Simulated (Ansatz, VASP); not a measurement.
## Al2H2Cl: VASP beside Ansatz

```xyz
5
Lattice="3.1859 0.0000 0.0000 -1.5929 2.7590 0.0000 0.0000 0.0000 7.5425" Properties=species:S:1:pos:R:3 pbc="T T T"
Al    0.0000    0.0000    3.6169
Al    0.0000    0.0000    5.5055
H     0.0000    0.0000    0.0000
H     0.0000    1.8394    4.6302
Cl    0.0000    1.8394    2.2361
```

Alike in both runs: task relaxation of cell and atoms; functional PBE; dispersion D3(BJ); k mesh 6 × 6 × 2; occupations gaussian, width 0.1 eV; no spin polarisation.

|  | VASP | Ansatz |
| --- | --- | --- |
| version | VASP 6.6.1 | Ansatz 0.2.0 |
| potentials or method | VASP PAW PBE potentials, release 64 (Al, H_h, Cl), cutoff 910 eV | scalar-relativistic, plane waves, PAW |
| valence electrons in the cell | 15 | 15 |

|  | VASP | Ansatz | Ansatz less VASP |
| --- | --- | --- | --- |
| gap on the k mesh at the Fermi level, each at its own relaxed structure (eV) | none | none | - |
| relaxed volume (Å³/atom) | 13.99 | 14.71 | +0.723 |
| relaxed cell length with the largest relative difference (Å) | 8.918 | 8.099 | -0.8191 |

A gap of «none» marks a metal or a gap that the smearing closes. One of these differences is far larger than is usual between the two programs; its cause wasn't traced.

The k mesh is coarse, so the values compare programs but aren't converged.
